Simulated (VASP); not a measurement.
# Cu (Pm-3m) in VASP: notebook

Cu is run at these levels: PBEsol; tasks: single point, relaxation of cell and atoms.

All numbers are computed with VASP 6.6.1; they aren't measurements. Logs are shortened: lines on timing, memory, paths and dates and some standing lists are left out, and cuts for length are marked.

## (1) The cell of the first run

Symmetry: Pm-3m, No. 221, cubic system. Conventional cell: a = 2.359 Å, b = 2.359 Å, c = 2.359 Å, α = 90.00°, β = 90.00°, γ = 90.00°. Cu (site symmetry m-3m) has 6 Cu at 2.36 Å within 3.1 Å.

## (2) Single point, PBEsol

The input, INCAR:

```
SYSTEM = Cu
PREC = Accurate
ENCUT = 600
EDIFF = 1E-6
ISMEAR = -1
SIGMA = 0.1
LREAL = .False.
LASPH = .True.
NELM = 120
ALGO = Normal
ISIF = 2
LWAVE = .False.
LCHARG = .True.
GGA = PS
LELF = .True.
LVHAR = .True.
NBANDS = 12
GGA_COMPAT = .False.
```

The input, KPOINTS:

```
regular mesh
0
Gamma
  9 9 9
  0 0 0
```

The input, POSCAR:

```
Cu
1.0
    2.3591528891      0.0000000000      0.0000000000
    0.0000000000      2.3591528891      0.0000000000
    0.0000000000      0.0000000000      2.3591528891
Cu
1
Direct
    0.0000000000      0.0000000000      0.0000000000
```

Potentials or basis: VASP PAW PBE potentials, release 64 (Cu).

On the command line:

```console
> cat potpaw_PBE.64/Cu/POTCAR > POTCAR
> mpirun -np 1 vasp_std > vasp.out
```

OUTCAR:

```text
SYSTEM = Cu
   PREC = Accurate
   ENCUT = 600
   EDIFF = 1E-6
   ISMEAR = -1
   LREAL = .False.
   LASPH = .True.
   NELM = 120
   ISIF = 2
   GGA = PS

 ion  position               nearest neighbor table
   1  0.000  0.000  0.000-

  LATTYP: Found a simple cubic cell.
 ALAT       =     2.3591528891

  Lattice vectors:

 A1 = (   2.3591528891,   0.0000000000,   0.0000000000)
 A2 = (   0.0000000000,   2.3591528891,   0.0000000000)
 A3 = (   0.0000000000,   0.0000000000,   2.3591528891)

Analysis of symmetry for initial positions (statically):
=====================================================================
 Subroutine PRICEL returns:
 Original cell was already a primitive cell.

 Routine SETGRP: Setting up the symmetry group for a
 simple cubic supercell.

 Subroutine GETGRP returns: Found 48 space group operations
 (whereof 48 operations were pure point group operations)
 out of a pool of 48 trial point group operations.

The static configuration has the point symmetry O_h .

Analysis of symmetry for dynamics (positions and initial velocities):
=====================================================================
 Subroutine PRICEL returns:
 Original cell was already a primitive cell.

 Routine SETGRP: Setting up the symmetry group for a
 simple cubic supercell.

 Subroutine GETGRP returns: Found 48 space group operations
 (whereof 48 operations were pure point group operations)
 out of a pool of 48 trial point group operations.

The dynamic configuration has the point symmetry O_h .

 Subroutine INISYM returns: Found 48 space group operations
 (whereof 48 operations are pure point group operations),
 and found     1 'primitive' translations

----------------------------------------------------------------------------------------

                                     Primitive cell

  volume of cell :      13.1301

  direct lattice vectors                    reciprocal lattice vectors
     2.359152889  0.000000000  0.000000000     0.423880964  0.000000000  0.000000000
     0.000000000  2.359152889  0.000000000     0.000000000  0.423880964  0.000000000
     0.000000000  0.000000000  2.359152889     0.000000000  0.000000000  0.423880964

  length of vectors
     2.359152889  2.359152889  2.359152889     0.423880964  0.423880964  0.423880964

  position of ions in fractional coordinates (direct lattice)
     0.000000000  0.000000000  0.000000000

  ion indices of the primitive-cell ions
   primitive index   ion index
                 1           1

----------------------------------------------------------------------------------------

 KPOINTS: regular mesh

Automatic generation of k-mesh.
 Grid dimensions read from file:
 generate k-points for:    9    9    9

 Generating k-lattice:

  Cartesian coordinates                     Fractional coordinates (reciprocal lattice)
     0.047097885  0.000000000  0.000000000     0.111111111  0.000000000  0.000000000
     0.000000000  0.047097885  0.000000000     0.000000000  0.111111111  0.000000000
     0.000000000  0.000000000  0.047097885     0.000000000  0.000000000  0.111111111

  Length of vectors
     0.047097885  0.047097885  0.047097885

  Shift w.r.t. Gamma in fractional coordinates (k-lattice)
     0.000000000  0.000000000  0.000000000

 Subroutine IBZKPT returns following result:
 ===========================================

 Found     35 irreducible k-points:

 Following reciprocal coordinates:
            Coordinates               Weight
  0.000000  0.000000  0.000000      1.000000
  0.111111  0.000000  0.000000      6.000000
  0.222222  0.000000  0.000000      6.000000
  0.333333  0.000000  0.000000      6.000000
  0.444444  0.000000  0.000000      6.000000
  0.111111  0.111111  0.000000     12.000000
[... 16 lines left out ...]
  0.333333  0.333333  0.111111     24.000000
  0.444444  0.333333  0.111111     48.000000
 [... further k-points ...]
   k-points           NKPTS =     35   k-points in BZ     NKDIM =     35   number of bands    NBANDS=     12
   number of dos      NEDOS =    301   number of ions     NIONS =      1
   total plane-waves  NPLWV =   8000
   dimension x,y,z NGX =    20 NGY =   20 NGZ =   20
   dimension x,y,z NGXF=    40 NGYF=   40 NGZF=   40
   ions per type =               1
   NGX,Y,Z   is equivalent  to a cutoff of  14.09, 14.09, 14.09 a.u.
   NGXF,Y,Z  is equivalent  to a cutoff of  28.19, 28.19, 28.19 a.u.
 SYSTEM =  Cu
   PREC   = accura    normal or accurate (medium, high low for compatibility)
   ISTART =      0    job   : 0-new  1-cont  2-samecut
   ICHARG =      2    charge: 1-file 2-atom 10-const
   ISPIN  =      1    spin polarized calculation?
   LNONCOLLINEAR =      F non collinear calculations
   LSORBIT =      F    spin-orbit coupling
   LASPH  =      T    aspherical Exc in radial PAW
   ENCUT  =  600.0 eV  44.10 Ry    6.64 a.u.   4.71  4.71  4.71*2*pi/ulx,y,z
   NELM   =    120;   NELMIN=  2; NELMDL= -5     # of ELM steps
   EDIFF  = 0.1E-05   stopping-criterion for ELM
   LREAL  =      F    real-space projection
   EDIFFG = 0.1E-04   stopping-criterion for IOM
   NSW    =      0    number of steps for IOM
   IBRION =     -1    ionic relax: 0-MD 1-quasi-New 2-CG
   NFREE  =      0    steps in history (QN), initial steepest desc. (CG)
   ISIF   =      2    stress and relaxation
   ISYM   =      2    0-nonsym 1-usesym 2-fastsym
   POTIM  = 0.5000    time-step for ionic-motion
   TEBEG  =    0.0;   TEEND  =   0.0 temperature during run
   PSTRESS=    0.0 pullay stress
   NELECT =      11.0000    total number of electrons
   NUPDOWN=      -1.0000    fix difference up-down
   EMIN   =  10.00;   EMAX   =-10.00  energy-range for DOS
   EFERMI =   0.00;   METHOD = LEGACY
   ISMEAR =    -1;   SIGMA  =   0.10  broadening in eV -4-tet -1-fermi 0-gaus
   EFERMI_NEDOS =   21; number of points for ismear=-14 and -15
   IALGO  =     38    algorithm
   IMIX   =      4    mixing-type and parameters
     AMIX     =   0.40;   BMIX     =  1.00
     AMIX_MAG =   1.60;   BMIX_MAG =  1.00
  volume/ion in A,a.u.               =      13.13        88.61
  Fermi-wavevector in a.u.,A,eV,Ry     =   1.543297  2.916409 32.405908  2.381767
  Thomas-Fermi vector in A             =   2.648980
   LORBIT       =      0    0 simple, 1 ext, 2 COOP (PROOUT), +10 PAW based schemes
   GGA     = PS    functional components
   LHFCALC =     F    Hartree Fock is set to
   AEXX    =    0.0000 exact exchange contribution
   IVDW    =     0    specifies the selected vdW correction
   LEPSILON=     F    determine dielectric tensor
   LRPA    =     F    only Hartree local field effects (RPA)
 non-spin polarized calculation
  energy-cutoff  :      600.00
  volume of cell :       13.13
 maximum number of plane-waves:       461
 NGX is ok and might be reduce to    20
   NGX =  9   NGY =  9   NGZ =  9

 number of electron      10.9999993 magnetization

 Free energy of the ion-electron system (eV)
  ---------------------------------------------------
  ext. energy  EPLUGINS =         0.00000000
  ---------------------------------------------------
  free energy    TOTEN  =        -3.79425774 eV

  energy without entropy =       -3.78837714  energy(sigma->0) =       -3.79131744

 E-fermi :   5.9542     XC(G=0): -12.2209

 val. band max:        5.7398470124   @ k =   0.3333   0.3333   0.1111
 cond. band min:       6.1595189874   @ k =   0.4444   0.2222   0.0000
 fundamental gap:      0.4196719750
 Fermi energy:         5.9541858834

 k-point     1 :       0.0000    0.0000    0.0000
  band No.  band energies     occupation
      1      -2.4078      2.00000
      2       1.9751      2.00000
      3       1.9751      2.00000
      4       4.7023      1.99999
      5       4.7023      1.99999
      6       4.7023      1.99999
      7      24.1577      0.00000
      8      24.1577      0.00000
      9      24.1577      0.00000
     10      27.6575      0.00000
     11      27.6575      0.00000
     12      31.7392      0.00000

 k-point     2 :       0.1111    0.0000    0.0000
  band No.  band energies     occupation
      1      -2.0599      2.00000
      2       2.0150      2.00000
      3       2.1092      2.00000
      4       4.5971      2.00000
      5       4.5971      2.00000
      6       4.7109      1.99999
      7      20.5511      0.00000
      8      24.6119      0.00000
      9      24.6119      0.00000
     10      27.7987      0.00000
     11      29.6801      0.00000
     12      33.9791      0.00000

 k-point     3 :       0.2222    0.0000    0.0000
  band No.  band energies     occupation
      1      -1.0691      2.00000
      2       2.1171      2.00000
      3       2.4908      2.00000
      4       4.3395      2.00000
      5       4.3395      2.00000
      6       4.7326      1.99999
      7      15.9463      0.00000
      8      25.9137      0.00000
      9      25.9137      0.00000
     10      28.2289      0.00000
     11      30.4794      0.00000
     12      39.4449      0.00000
[... 286 lines left out ...]
 k-point    23 :       0.3333    0.3333    0.1111
  band No.  band energies     occupation
      1       1.9047      2.00000
      2       2.6357      2.00000
      3       3.7796      2.00000
      4       3.8587      2.00000
      5       4.1968      2.00000
      6       5.7398      1.79010
      7      13.4461      0.00000
      8      16.7432      0.00000
      9      23.8488      0.00000
     10      26.9547      0.00000
     11      34.1739      0.00000
     12      35.9385      0.00000

 k-point    24 :       0.4444    0.3333    0.1111
  band No.  band energies     occupation
      1       1.9539      2.00000
      2       2.7007      2.00000
      3       3.7251      2.00000
      4       3.8823      2.00000
      5       4.4415      2.00000
      6       7.8618      0.00000
      7      10.7766      0.00000
      8      17.9303      0.00000
      9      20.5957      0.00000
     10      28.8982      0.00000
     11      31.7742      0.00000
     12      37.1672      0.00000

 [... further k-points ...]

------------------------ aborting loop because EDIFF is reached ----------------------------------------

  FORCE on cell =-STRESS in cart. coord.  units (eV):
  Direction    XX          YY          ZZ          XY          YZ          ZX
  --------------------------------------------------------------------------------------
  -------------------------------------------------------------------------------------
  Total        0.0739943      0.0739943      0.0739943      0.0000000      0.0000000     -0.0000000
  in kB        9.0290213      9.0290213      9.0290213      0.0000000      0.0000000     -0.0000000
  external PRESSURE =       9.0290213 kB  Pullay stress =       0.0000000 kB

 VOLUME and BASIS-vectors are now :
 -----------------------------------------------------------------------------
  energy-cutoff  :      600.00
  volume of cell :       13.13
      direct lattice vectors                 reciprocal lattice vectors
     2.359152889  0.000000000  0.000000000     0.423880964  0.000000000  0.000000000
     0.000000000  2.359152889  0.000000000     0.000000000  0.423880964  0.000000000
     0.000000000  0.000000000  2.359152889     0.000000000  0.000000000  0.423880964

 POSITION                                       TOTAL-FORCE (eV/Angst)
 -----------------------------------------------------------------------------------
      0.00000      0.00000      0.00000         0.000000      0.000000      0.000000
 -----------------------------------------------------------------------------------
    total drift:                                0.000000      0.000000      0.000000

  FREE ENERGIE OF THE ION-ELECTRON SYSTEM (eV)
  ---------------------------------------------------
  free  energy   TOTEN  =        -3.7942577435 eV

  energy  without entropy=       -3.7883771390  energy(sigma->0) =       -3.79131744
```

It took 3.9 s on 1 thread of Intel Xeon 6975P-C, shared host; peak memory 0.13 GiB.

What came out:

| Quantity | Value |
| --- | --- |
| Free energy | -3.7943 eV |
| Pressure | 0.9 GPa |

Levels at points of the mesh, in eV from the Fermi level:
| k point | band 4 | band 5 | band 6 | band 7 | band 8 | band 9 |
| --- | --- | --- | --- | --- | --- | --- |
| (0.00, 0.00, 0.00) | -1.25 | -1.25 | -1.25 | 18.20 | 18.20 | 18.20 |

Caveat: the PAW data sets were made with another functional, which shifts forces and pressure a little.

## (3) Single point, PBEsol

The input, INCAR:

```
PREC = Accurate
ENCUT = 600
EDIFF = 1E-6
ISMEAR = -1
SIGMA = 0.1
LREAL = F
LASPH = T
NELM = 120
ALGO = Normal
ISIF = 2
LWAVE = F
LCHARG = T
GGA = PS
LELF = T
LVHAR = T
NBANDS = 12
GGA_COMPAT = F
```

The input, KPOINTS:

```
regular mesh
0
Gamma
  9 9 9
```

POSCAR is that of step 2.

Potentials or basis: VASP PAW PBE potentials, release 64 (Cu).

On the command line:

```console
> cat potpaw_PBE.64/Cu/POTCAR > POTCAR
> mpirun -np 1 vasp_std > vasp.out
```

Run time: 5.2 s. Hardware: 1 thread of Intel Xeon 6975P-C, shared host; peak memory 0.12 GiB.

Results (log left out):

* Free energy: -3.7943 eV
* Pressure: 0.9 GPa

Levels at points of the mesh, in eV from the Fermi level:
| k point | band 4 | band 5 | band 6 | band 7 | band 8 | band 9 |
| --- | --- | --- | --- | --- | --- | --- |
| (0.00, 0.00, 0.00) | -1.25 | -1.25 | -1.25 | 18.20 | 18.20 | 18.20 |

Caveat: the PAW data sets were made with another functional, which shifts forces and pressure a little.

## (4) Relaxation of cell and atoms, PBEsol

This run uses another cell than the first one, of 12.98 Å³/atom, 0.988 times its volume.

The input, INCAR:

```
SYSTEM = Cu
PREC     = Accurate       ! precision mode
ENCUT    = 600            ! plane-wave cutoff, eV
EDIFF    = 1E-7           ! SCF threshold, eV
ISMEAR   = -1             ! smearing method
SIGMA    = 0.1            ! smearing width, eV
LREAL    = .FALSE.        ! projectors in reciprocal space
LASPH    = .TRUE.         ! aspherical terms in the spheres
NELM     = 120            ! most SCF steps
ALGO     = Normal         ! electronic algorithm
ISIF     = 3              ! what is computed and relaxed
LWAVE    = .FALSE.        ! write WAVECAR
LCHARG   = .FALSE.        ! write CHGCAR
GGA      = PS             ! functional
IBRION   = 2              ! ionic algorithm
NSW      = 80             ! ionic steps
EDIFFG   = -0.02          ! ionic threshold
GGA_COMPAT= .FALSE.      
NELMIN   = 4
```

The input, KPOINTS:

```
Automatic mesh
0
G
  9 9 9
  0 0 0
```

The input, POSCAR:

```
Cu
1.0
    2.3500000000      0.0000000000      0.0000000000
    0.0000000000      2.3500000000      0.0000000000
    0.0000000000      0.0000000000      2.3500000000
Cu
1
Direct
    0.0000000000      0.0000000000      0.0000000000
```

On the command line:

```console
> cat potpaw_PBE.64/Cu/POTCAR > POTCAR
> mpirun -np 1 vasp_std > vasp.out
```

Wall time 9.9 s (1 thread of Intel Xeon 6975P-C, shared host); peak memory 0.13 GiB.

It converged, with:

| Property | Result |
| --- | --- |
| Free energy | -3.7943 eV |
| Relaxed volume | 13.19 Å³/atom |
| Relaxed cell | a = 2.363 Å, b = 2.363 Å, c = 2.363 Å, α = 90.00°, β = 90.00°, γ = 90.00° |
| Space group after relaxing (to 0.05 Å) | Pm-3m (No. 221) |
| Energy gained by relaxing | 1.3 meV/atom |
| Ionic steps | 3 |
| Pressure after relaxing | 0.0 GPa |

Step by step:
```tsv
step	energy change (eV)	largest force (eV/Å)	pressure (GPa)	volume (Å³)
1	0.0000	0.0000	2.07	12.98
2	-0.0010	0.0000	-0.93	13.30
3	-0.0013	0.0000	0.01	13.19
```

Final structure:
```
Cu
1.0
     2.36276    0.00000    0.00000
     0.00000    2.36276    0.00000
     0.00000    0.00000    2.36276
Cu
1
Direct
  0.00000 0.00000 0.00000
```

Levels at points of the mesh, in eV from the Fermi level:
```csv
k point,band 4,band 5,band 6,band 7,band 8,band 9
"(0.00, 0.00, 0.00)",-1.25,-1.25,-1.25,18.15,18.15,18.15
```

Caveat: the PAW data sets were made with another functional, which shifts forces and pressure a little.

## (5) Relaxation of cell and atoms, PBEsol

The input, INCAR:

```
  ALGO = Normal
  EDIFF = 1E-7
  EDIFFG = -0.02
  ENCUT = 600
  GGA = PS
  GGA_COMPAT = False
  IBRION = 2
  ISIF = 3
  ISMEAR = -1
  LASPH = True
  LCHARG = False
  LREAL = False
  LWAVE = False
  NELM = 120
  NELMIN = 4
  NSW = 80
  PREC = Accurate
  SIGMA = 0.1
```

The input, KPOINTS:

```
k-points
0
Gamma
  9 9 9
```

The input, POSCAR:

```
Cu
1.0
    2.3591528891      0.0000000000      0.0000000000
    0.0000000000      2.3591528891      0.0000000000
    0.0000000000      0.0000000000      2.3591528891
Cu
1
Direct
    0.0000000000      0.0000000000      0.0000000000
```

Potentials or basis: VASP PAW PBE potentials, release 64 (Cu).

On the command line:

```console
> cat potpaw_PBE.64/Cu/POTCAR > POTCAR
> mpirun -np 1 vasp_std > vasp.out
```

OUTCAR:

```text
EDIFF = 1E-7
   EDIFFG = -0.02
   ENCUT = 600
   GGA = PS
   IBRION = 2
   ISIF = 3
   ISMEAR = -1
   LASPH = True
   LREAL = False
   NELM = 120
   NELMIN = 4
   NSW = 80
   PREC = Accurate

 ion  position               nearest neighbor table
   1  0.000  0.000  0.000-

  LATTYP: Found a simple cubic cell.
 ALAT       =     2.3591528891

  Lattice vectors:

 A1 = (   2.3591528891,   0.0000000000,   0.0000000000)
 A2 = (   0.0000000000,   2.3591528891,   0.0000000000)
 A3 = (   0.0000000000,   0.0000000000,   2.3591528891)

Analysis of symmetry for initial positions (statically):
=====================================================================
 Subroutine PRICEL returns:
 Original cell was already a primitive cell.

[... 252 lines left out ...]
 fundamental gap:      0.4212891438
 Fermi energy:         5.9052626113

 k-point     1 :       0.0000    0.0000    0.0000
  band No.  band energies     occupation
      1      -2.4268      2.00000
      2       1.9458      2.00000
      3       1.9458      2.00000
      4       4.6549      1.99999
      5       4.6549      1.99999
      6       4.6549      1.99999
      7      24.0577      0.00000
      8      24.0577      0.00000
      9      24.0577      0.00000
[... 265 lines left out ...]
 k-point    24 :       0.4444    0.3333    0.1111
  band No.  band energies     occupation
      1       1.9266      2.00000
      2       2.6657      2.00000
      3       3.6849      2.00000
      4       3.8410      2.00000
      5       4.3959      2.00000
      6       7.8061      0.00000
      7      10.7121      0.00000
      8      17.8412      0.00000
      9      20.5037      0.00000

 [... further k-points ...]

------------------------ aborting loop because EDIFF is reached ----------------------------------------

  FORCE on cell =-STRESS in cart. coord.  units (eV):
  Direction    XX          YY          ZZ          XY          YZ          ZX
  --------------------------------------------------------------------------------------
  -------------------------------------------------------------------------------------
  Total       -0.0007467     -0.0007467     -0.0007467      0.0000000      0.0000000      0.0000000
  in kB       -0.0907007     -0.0907007     -0.0907007      0.0000000      0.0000000      0.0000000
  external PRESSURE =      -0.0907007 kB  Pullay stress =       0.0000000 kB
[... 16 lines left out ...]
  FREE ENERGIE OF THE ION-ELECTRON SYSTEM (eV)
  ---------------------------------------------------
  free  energy   TOTEN  =        -3.7943630607 eV

  energy  without entropy=       -3.7884843220  energy(sigma->0) =       -3.79142369

 reached required accuracy - stopping structural energy minimisation
```

It took 6.1 s on 1 thread of Intel Xeon 6975P-C, shared host; peak memory 0.13 GiB.

What came out:

* Free energy: -3.7944 eV
* Relaxed volume: 13.19 Å³/atom
* Relaxed cell: a = 2.363 Å, b = 2.363 Å, c = 2.363 Å, α = 90.00°, β = 90.00°, γ = 90.00°
* Space group after relaxing (to 0.05 Å): Pm-3m (No. 221)
* Energy gained by relaxing: 0.1 meV/atom
* Ionic steps: 3
* Pressure after relaxing: 0.0 GPa

Step by step:
```tsv
step	energy change (eV)	largest force (eV/Å)	pressure (GPa)	volume (Å³)
1	0.0000	0.0000	0.58	13.13
2	-0.0001	0.0000	-0.28	13.22
3	-0.0001	0.0000	-0.01	13.19
```

Final structure:
```yaml
crystal:
  lattice:
    - [2.36271, 0.00000, 0.00000]
    - [0.00000, 2.36271, 0.00000]
    - [0.00000, 0.00000, 2.36271]
  atoms:
    - { symbol: Cu, position: [0.00000, 0.00000, 0.00000] }
```

Caveat: the PAW data sets were made with another functional, which shifts forces and pressure a little.

## (6) Overview

```tsv
task	cell	gap on the mesh (eV)	pressure (GPa)	relaxed volume (Å³/atom)
single point	a = 2.359 Å, 1 atom	none	0.9	-
relaxation of cell and atoms	relaxed from a = 2.350 Å, 1 atom	none	0.0	13.19
relaxation of cell and atoms	relaxed from a = 2.359 Å, 1 atom	none	0.0	13.19
```

Alike in all rows: level PBEsol; potentials or basis VASP PAW PBE potentials, release 64 (Cu); no spin polarisation; k mesh 9 × 9 × 9; cutoff (eV) 600; smearing fermi-dirac 0.1 eV.

Caveats: the PAW data sets were made with another functional, which shifts forces and pressure a little.

Total energies depend on the potentials used, so only differences within one code and one set of settings carry meaning.
